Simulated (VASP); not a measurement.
Here is a VASP 6.6.1 calculation.

INCAR

```
SYSTEM = Mg9O8
PREC = Accurate
ENCUT = 750
EDIFF = 1E-6
ISMEAR = 0
SIGMA = 0.02
LREAL = Auto
LASPH = .TRUE.
NELM = 120
ALGO = Normal
ISIF = 2
LWAVE = .FALSE.
LCHARG = .FALSE.
GGA = PE
NBANDS = 83
GGA_COMPAT = .FALSE.
```

Contents of KPOINTS:

```
regular mesh
0
G
  3 3 3
  0 0 0
```

The input POSCAR:

```
Mg9O8
1.0
    0.0000000000      4.0150000000      4.0150000000
    4.0150000000      0.0000000000      4.0150000000
    4.0150000000      4.0150000000      0.0000000000
Mg O
9 8
Direct
    0.0221092473      0.0210769673      0.0204553090
    0.0223727412      0.0214895615      0.4339279470
    0.0220614063      0.4355000067      0.0205522966
    0.0018745865      0.4992363756      0.4988888010
    0.4364660015      0.0211038811      0.0204652508
    0.5002207279      0.0008898775      0.4988654266
    0.5000054266      0.4989885614      0.0012013492
    0.5002121014      0.4992459629      0.4988939864
    0.8760310539      0.8750084987      0.8730333496
    0.2601747475      0.2591652954      0.2589271775
    0.2602111753      0.2593356288      0.7204160265
    0.2601331605      0.7209227506      0.2590015151
    0.2631547849      0.7451628434      0.7457952876
    0.7219564898      0.2591590557      0.2588997937
    0.7461700928      0.2621330525      0.7457870514
    0.7468803595      0.7459121874      0.2605870185
    0.7461061972      0.7451195937      0.7457412135
```

Potentials or basis: VASP PAW PBE potentials, release 64 (Mg_sv, O).

Command:

```console
$ cat potpaw_PBE.64/Mg_sv/POTCAR potpaw_PBE.64/O/POTCAR > POTCAR
$ mpirun -np 1 vasp_std > vasp.out
```

Task: Predict the pressure.

Result: 90.6 GPa.

Task: Estimate the band gap on the k mesh.

Result: Zero (bands 69 and 70 overlap by 0.56 eV).

Task: Estimate the largest force.

Result: 0.031 eV/Å.

Forces on the atoms (eV/Å):
```
Mg  -0.014 -0.015 -0.017
Mg   0.012  0.018 -0.017
Mg   0.011 -0.014  0.014
Mg   0.004 -0.009 -0.007
Mg  -0.013  0.018  0.015
Mg  -0.007  0.006 -0.006
Mg  -0.008 -0.010  0.009
Mg   0.005  0.007  0.008
Mg   0.000 -0.001 -0.002
O    0.024  0.010  0.007
O   -0.023 -0.012  0.015
O   -0.012  0.010 -0.012
O   -0.005  0.001  0.007
O    0.029 -0.005 -0.011
O   -0.003 -0.005  0.005
O    0.005  0.008 -0.007
O   -0.005 -0.008 -0.001
```

Caveat: the k points lie up to 0.45 Å⁻¹ apart, too coarse for converged energies and pressures of a metal.
